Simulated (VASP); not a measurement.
Wanted: the native input for a VASP 6.6.1 run.

```
Task                   : single point
Functional             : PBEsol
Potentials or basis    : VASP PAW PBE potentials, release 64 (Sc_sv)
Cutoff                 : 520 eV
k mesh                 : 4 × 4 × 7
Occupations            : fermi-dirac, width 0.08 eV
Spin                   : no spin polarisation
Dipole correction      : no
Further INCAR settings : ALGO = Normal; EDIFF = 1e-07; NBANDS = 30
```

The structure of Sc lies in POSCAR:

```
Sc
1.0
    0.0000000000      4.6536924094      4.6536924094
    4.6536924094      0.0000000000      4.6536924094
    2.3268462047      2.3268462047      0.0000000000
Sc
4
Direct
    0.0062710419     -0.0250621420      0.0128407713
   -0.0065132152      0.5033879109      0.0166549469
    0.5072887918      0.0032335614     -0.0223302253
    0.4929532935      0.5184407966     -0.0071654929
```

These files were run (other wordings do the same):

INCAR

```
SYSTEM = Sc
PREC     = Accurate       ! precision mode
ENCUT    = 520            ! plane-wave cutoff, eV
EDIFF    = 1E-7           ! SCF threshold, eV
ISMEAR   = -1             ! smearing method
SIGMA    = 0.08           ! smearing width, eV
LREAL    = .False.        ! projectors in reciprocal space
LASPH    = .True.         ! aspherical terms in the spheres
NELM     = 100            ! most SCF steps
ALGO     = Normal         ! electronic algorithm
ISIF     = 2              ! what is computed and relaxed
LWAVE    = .False.        ! write WAVECAR
LCHARG   = .True.         ! write CHGCAR
GGA      = PS             ! functional
LELF     = .True.         ! ELF
LVHAR    = .True.       
NBANDS   = 30             ! bands
```

KPOINTS

```
Automatic mesh
0
Gamma
  4 4 7
  0 0 0
```

Potentials or basis: VASP PAW PBE potentials, release 64 (Sc_sv).

Run with:

```sh
$ cat potpaw_PBE.64/Sc_sv/POTCAR > POTCAR
$ mpirun -np 1 vasp_std > vasp.out
```

It gave:

```json
{
 "Pressure": "-2.9 GPa",
 "Largest force": "0.512 eV/Å",
 "Band gap on the k mesh": "zero (band 22 reaches 3.76 eV, above the bottom of band 23 at 3.16 eV)"
}
```

Caveat: the PAW data sets were made with another functional, which shifts forces and pressure a little.

It took 3.7 min on 1 thread of Intel(R) Xeon(R) Platinum 8175M CPU @ 2.50GHz (Skylake/Cascade Lake) (shared host), peak memory 0.3 GiB.
